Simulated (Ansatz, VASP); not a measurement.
## Two plane-wave programs on Al3SiSe4

```
CELL_PARAMETERS angstrom
-2.73762 2.73762 5.44725
2.73762 -2.73762 5.44725
2.73762 2.73762 -5.44725
ATOMIC_POSITIONS crystal
Al 0.75000 0.25000 0.50000
Al 0.00000 0.00000 0.00000
Al 0.25000 0.75000 0.50000
Si 0.50000 0.50000 0.00000
Se 0.50000 0.00000 0.50000
Se 0.75078 0.75078 0.00000
Se 0.00000 0.50000 0.50000
Se 0.24922 0.24922 0.00000
```

Alike in both runs: task relaxation of cell and atoms; functional PBE; k mesh 10 × 10 × 10; occupations gaussian, width 0.1 eV; no spin polarisation.

```csv
,VASP,Ansatz
version,VASP 6.6.1,Ansatz 0.2.0
potentials or method,"VASP PAW PBE potentials, release 64 (Al, Si, Se), cutoff 600 eV","scalar-relativistic, plane waves, PAW"
valence electrons in the cell,37,77
```

|  | VASP | Ansatz | Ansatz less VASP |
| --- | --- | --- | --- |
| gap on the k mesh at the Fermi level, each at its own relaxed structure (eV) | none | none | - |
| relaxed volume (Å³/atom) | 20.43 | 20.42 | -0.003 |
| relaxed cell length with the largest relative difference (Å) | 6.690 | 6.689 | -0.0009 |

A gap of «none» marks a metal or a gap that the smearing closes. VASP's potentials hold 37 valence electrons a cell and Ansatz's 77, so a difference there can come from the potentials and not from the codes.
